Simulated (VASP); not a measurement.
# Ir (P6_3/mmc) in VASP: a series of runs, part 3 of 3

VASP 6.6.1. The steps go on from the part before.

## (4) Single point, LDA

This run uses another cell than the first one, of 13.43 Å³/atom.

Input file INCAR:

```
PREC = Accurate ; ENCUT = 500
EDIFF = 1E-6 ; ISMEAR = 0
SIGMA = 0.15 ; LREAL = False
LASPH = True ; NELM = 120
ALGO = Normal ; ISIF = 2
LWAVE = False ; LCHARG = False
GGA = CA ; NBANDS = 16
GGA_COMPAT = False
```

Input file KPOINTS:

```
regular mesh
0
Gamma
  18 18 10
```

Input file POSCAR:

```
Ir
1.0
    2.6241000000      0.0000000000      0.0000000000
   -1.3120500000      2.2725372621      0.0000000000
    0.0000000000      0.0000000000      4.5032000000
Ir
2
Direct
    0.6666666667      0.3333333333      0.7500000000
    0.3333333333      0.6666666667      0.2500000000
```

Potentials or basis: VASP PAW LDA potentials, release 64 (Ir).

Started as:

```sh
$ cat potpaw_LDA.64/Ir/POTCAR > POTCAR
$ mpirun -np 1 vasp_std > vasp.out
```

OUTCAR:

```text
PREC = Accurate
   ENCUT = 500
   EDIFF = 1E-6
   ISMEAR = 0
   LREAL = False
   LASPH = True
   NELM = 120
   ISIF = 2
   GGA = CA

 ion  position               nearest neighbor table
   1  0.667  0.333  0.750-   2 2.71   2 2.71   2 2.71   2 2.71   2 2.71   2 2.71
   2  0.333  0.667  0.250-   1 2.71   1 2.71   1 2.71   1 2.71   1 2.71   1 2.71

  LATTYP: Found a hexagonal cell.
 ALAT       =     2.6241000000
 C/A-ratio  =     1.7160931367

  Lattice vectors:

 A1 = (   2.6241000000,   0.0000000000,   0.0000000000)
 A2 = (  -1.3120500000,   2.2725372621,   0.0000000000)
 A3 = (   0.0000000000,   0.0000000000,   4.5032000000)

Analysis of symmetry for initial positions (statically):
=====================================================================
 Subroutine PRICEL returns:
 Original cell was already a primitive cell.

 Routine SETGRP: Setting up the symmetry group for a
 hexagonal supercell.

 Subroutine GETGRP returns: Found 24 space group operations
 (whereof 12 operations were pure point group operations)
 out of a pool of 24 trial point group operations.

The static configuration has the point symmetry D_3d.
 The point group associated with its full space group is D_6h.

Analysis of symmetry for dynamics (positions and initial velocities):
=====================================================================
 Subroutine PRICEL returns:
 Original cell was already a primitive cell.

 Routine SETGRP: Setting up the symmetry group for a
 hexagonal supercell.

 Subroutine GETGRP returns: Found 24 space group operations
 (whereof 12 operations were pure point group operations)
 out of a pool of 24 trial point group operations.

The dynamic configuration has the point symmetry D_3d.
 The point group associated with its full space group is D_6h.

 Subroutine INISYM returns: Found 24 space group operations
 (whereof 12 operations are pure point group operations),
 and found     1 'primitive' translations

[... 115 lines left out ...]
  volume/ion in A,a.u.               =      13.43        90.61
  Fermi-wavevector in a.u.,A,eV,Ry     =   1.432720  2.707449 27.928514  2.052688
  Thomas-Fermi vector in A             =   2.552317
   LORBIT       =      0    0 simple, 1 ext, 2 COOP (PROOUT), +10 PAW based schemes
   GGA     = CA    functional components
   LHFCALC =     F    Hartree Fock is set to
   AEXX    =    0.0000 exact exchange contribution
   IVDW    =     0    specifies the selected vdW correction
   LEPSILON=     F    determine dielectric tensor
   LRPA    =     F    only Hartree local field effects (RPA)
 non-spin polarized calculation
 Gauss-broadening in eV      SIGMA  =   0.15
  energy-cutoff  :      500.00
  volume of cell :       26.85
 maximum number of plane-waves:       701
 NGX is ok and might be reduce to    20
   NGX =  9   NGY =  9   NGZ = 17

 number of electron      18.0000000 magnetization

 Free energy of the ion-electron system (eV)
  ---------------------------------------------------
  ext. energy  EPLUGINS =         0.00000000
  ---------------------------------------------------
  free energy    TOTEN  =       -20.36393133 eV

  energy without entropy =      -20.34047029  energy(sigma->0) =      -20.35220081

 E-fermi :  11.3062     XC(G=0): -14.4391

 val. band max:       11.3039034097   @ k =   0.3889   0.0000   0.2000
 cond. band min:      11.3089694110   @ k =   0.3889   0.1667   0.2000
 fundamental gap:      0.0050660014
 Fermi energy:        11.3062321451

 k-point     1 :       0.0000    0.0000    0.0000
  band No.  band energies     occupation
      1      -0.4179      2.00000
      2       2.4480      2.00000
      3       6.4691      2.00000
      4       7.1959      2.00000
      5       7.1959      2.00000
      6       7.7787      2.00000
[... 433 lines left out ...]
      3       4.0039      2.00000
      4       6.9909      2.00000
      5       7.2218      2.00000
      6       7.3531      2.00000
[... 8 lines left out ...]
     15      22.1349      0.00000
     16      25.4559      0.00000

 [... further k-points ...]

------------------------ aborting loop because EDIFF is reached ----------------------------------------

  FORCE on cell =-STRESS in cart. coord.  units (eV):
  Direction    XX          YY          ZZ          XY          YZ          ZX
  --------------------------------------------------------------------------------------
  -------------------------------------------------------------------------------------
  Total        4.7778898      4.7778898      0.2796921      0.0000000     -0.0000000     -0.0000000
  in kB      285.0585579    285.0585579     16.6869953      0.0000000     -0.0000000     -0.0000000
  external PRESSURE =     195.6013704 kB  Pullay stress =       0.0000000 kB

 VOLUME and BASIS-vectors are now :
 -----------------------------------------------------------------------------
  energy-cutoff  :      500.00
  volume of cell :       26.85
      direct lattice vectors                 reciprocal lattice vectors
     2.624100000  0.000000000  0.000000000     0.381083038  0.220018395  0.000000000
    -1.312050000  2.272537262  0.000000000     0.000000000  0.440036789  0.000000000
     0.000000000  0.000000000  4.503200000     0.000000000  0.000000000  0.222064310

 POSITION                                       TOTAL-FORCE (eV/Angst)
 -----------------------------------------------------------------------------------
      1.31205      0.75751      3.37740         0.000000     -0.000000      0.000000
     -0.00000      1.51502      1.12580        -0.000000      0.000000      0.000000
 -----------------------------------------------------------------------------------
    total drift:                               -0.000000      0.000000     -0.000000

  FREE ENERGIE OF THE ION-ELECTRON SYSTEM (eV)
  ---------------------------------------------------
  free  energy   TOTEN  =       -20.3639313281 eV

  energy  without entropy=      -20.3404702866  energy(sigma->0) =      -20.35220081
```

stdout:

```text
POSCAR found type information on POSCAR Ir
 POSCAR found :  1 types and       2 ions
 scaLAPACK will be used
 LDA part: xc-table for (Slater(with rela. corr.)+CA(PZ))
 , standard interpolation
 POSCAR, INCAR and KPOINTS ok, starting setup
 FFT: planning ... GRIDC
 FFT: planning ... GRID_SOFT
 FFT: planning ... GRID
 WAVECAR not read
 entering main loop
```

Wall time 29 s (1 thread of AMD EPYC 9R45 (Zen 5), shared host); peak memory 0.16 GiB.

Results:

* Free energy: -20.3639 eV
* Pressure: 19.6 GPa
* Band gap on the k mesh: zero (bands 9 and 10 overlap by 4.03 eV)

Stress tensor (GPa, compression positive):
```
28.51  0.00  0.00
 0.00 28.51  0.00
 0.00  0.00  1.67
```

Caveat: the stress differs along the axes, from 2 to 29 GPa; spin-orbit coupling is left out, which moves the levels of the heavy elements.

## (5) Single point, LDA

This run uses another cell than the first one, of 13.42 Å³/atom.

Input file INCAR:

```
  PREC = Accurate
  ENCUT = 500
  EDIFF = 1E-6
  ISMEAR = 0
  SIGMA = 0.15
  LREAL = F
  LASPH = T
  NELM = 120
  ALGO = Normal
  ISIF = 2
  LWAVE = F
  LCHARG = F
  GGA = CA
  NBANDS = 16
  GGA_COMPAT = F
```

KPOINTS is that of step 4.

Input file POSCAR:

```
Ir
1.0
    2.7323000000      0.0000000000      0.0000000000
   -1.3661500000      2.3662412107      0.0000000000
    0.0000000000      0.0000000000      4.1523000000
Ir
2
Direct
    0.6666666667      0.3333333333      0.7500000000
    0.3333333333      0.6666666667      0.2500000000
```

Started as:

```sh
$ cat potpaw_LDA.64/Ir/POTCAR > POTCAR
$ mpirun -np 1 vasp_std > vasp.out
```

Run time: 26 s. Hardware: 1 thread of AMD EPYC 9R45 (Zen 5), shared host; peak memory 0.16 GiB.

The run converged. Its results:

* Free energy: -20.3298 eV
* Pressure: 21.1 GPa
* Band gap on the k mesh: zero (bands 9 and 10 overlap by 3.52 eV)

Stress tensor (GPa, compression positive):
```
11.13  0.00  0.00
 0.00 11.13  0.00
 0.00  0.00 41.13
```

Levels at points of the mesh, in eV from the Fermi level:
```
           k point  band 5  band 6  band 7  band 8  band 9  band 10  band 11  band 12  band 13  band 14
(0.00, 0.00, 0.00)   -3.67   -3.44   -3.44   -3.27   -3.27    -0.24     0.20     0.20     8.44    13.77
(0.50, 0.00, 0.00)   -4.03   -3.53   -2.88    0.25    0.89     1.36     2.91     4.32     8.78    10.85
(0.00, 0.00, 0.50)   -4.67   -4.67   -4.54   -4.54   -0.51    -0.51    -0.51    -0.51    13.45    13.45
(0.50, 0.00, 0.50)   -2.72   -2.72   -1.19   -1.19    0.65     0.65     2.03     2.03     7.98     7.98
```

Caveat: the stress differs along the axes, from 11 to 41 GPa; spin-orbit coupling is left out, which moves the levels of the heavy elements.

## (6) Single point, LDA

This run uses another cell than the first one, of 13.48 Å³/atom.

Input file INCAR:

```
  ALGO = Normal
  EDIFF = 1E-6
  ENCUT = 500
  GGA = CA
  GGA_COMPAT = False
  ISIF = 2
  ISMEAR = 0
  LASPH = True
  LCHARG = False
  LREAL = False
  LWAVE = False
  NBANDS = 16
  NELM = 120
  PREC = Accurate
  SIGMA = 0.15
```

Input file KPOINTS:

```
k-points
0
Gamma
  18 18 10
```

Input file POSCAR:

```
Ir
1.0
    2.6421000000      0.0000000000      0.0000000000
   -1.3210500000      2.2881257193      0.0000000000
    0.0000000000      0.0000000000      4.4593000000
Ir
2
Direct
    0.6666666667      0.3333333333      0.7500000000
    0.3333333333      0.6666666667      0.2500000000
```

Potentials or basis: VASP PAW LDA potentials, release 64 (Ir).

Started as:

```sh
$ cat potpaw_LDA.64/Ir/POTCAR > POTCAR
$ mpirun -np 1 vasp_std > vasp.out
```

Run time: 31 s. Hardware: 1 thread of AMD EPYC 9R45 (Zen 5), shared host; peak memory 0.16 GiB.

The run converged. Its results:

```yaml
Free_energy: -20.4180 eV
Pressure: 16.9 GPa
Band_gap_on_the_k_mesh: zero (bands 9 and 10 overlap by 3.89 eV)
```

Stress tensor (GPa, compression positive):
```
23.09  0.00  0.00
 0.00 23.09  0.00
 0.00  0.00  4.52
```

Levels at points of the mesh, in eV from the Fermi level:
| k point | band 5 | band 6 | band 7 | band 8 | band 9 | band 10 | band 11 | band 12 | band 13 | band 14 |
| --- | --- | --- | --- | --- | --- | --- | --- | --- | --- | --- |
| (0.00, 0.00, 0.00) | -4.12 | -3.50 | -3.50 | -2.16 | -2.16 | -1.26 | 0.38 | 0.38 | 7.05 | 14.45 |
| (0.50, 0.00, 0.00) | -4.05 | -3.45 | -3.41 | 0.94 | 1.14 | 1.50 | 3.32 | 4.91 | 8.64 | 10.32 |
| (0.00, 0.00, 0.50) | -4.15 | -4.15 | -4.15 | -4.15 | -0.43 | -0.43 | -0.43 | -0.43 | 13.55 | 13.55 |
| (0.50, 0.00, 0.50) | -2.09 | -2.09 | -0.99 | -0.99 | 1.35 | 1.35 | 2.18 | 2.18 | 8.39 | 8.39 |

Caveat: the stress differs along the axes, from 5 to 23 GPa; spin-orbit coupling is left out, which moves the levels of the heavy elements.

## (7) Overview

| cell | gap on the mesh (eV) | pressure (GPa) |
| --- | --- | --- |
| a = 2.651, b = 2.651, c = 4.386 Å, angles 90.0, 90.0, 120.0°, 2 atoms | none | 21.1 |
| a = 2.705, b = 2.705, c = 4.240 Å, angles 90.0, 90.0, 120.0°, 2 atoms | none | 18.8 |
| a = 2.624, b = 2.624, c = 4.503 Å, angles 90.0, 90.0, 120.0°, 2 atoms | none | 19.6 |
| a = 2.732, b = 2.732, c = 4.152 Å, angles 90.0, 90.0, 120.0°, 2 atoms | none | 21.1 |
| a = 2.642, b = 2.642, c = 4.459 Å, angles 90.0, 90.0, 120.0°, 2 atoms | none | 16.9 |

Alike in all rows: task single point; level LDA; potentials or basis VASP PAW LDA potentials, release 64 (Ir); no spin polarisation; k mesh 18 × 18 × 10; cutoff (eV) 500; smearing gaussian 0.15 eV.

Caveats: spin-orbit coupling is left out, which moves the levels of the heavy elements; the stress differs along the axes, from 15 to 24 GPa (at least some runs); the stress differs along the axes, from 13 to 30 GPa (at least some runs); the stress differs along the axes, from 2 to 29 GPa (at least some runs); the stress differs along the axes, from 11 to 41 GPa (at least some runs); the stress differs along the axes, from 5 to 23 GPa (at least some runs).

Absolute energies hang on the potentials; compare differences alone.

The gap in the log of VASP goes by the Fermi energy; the results here count the filled bands.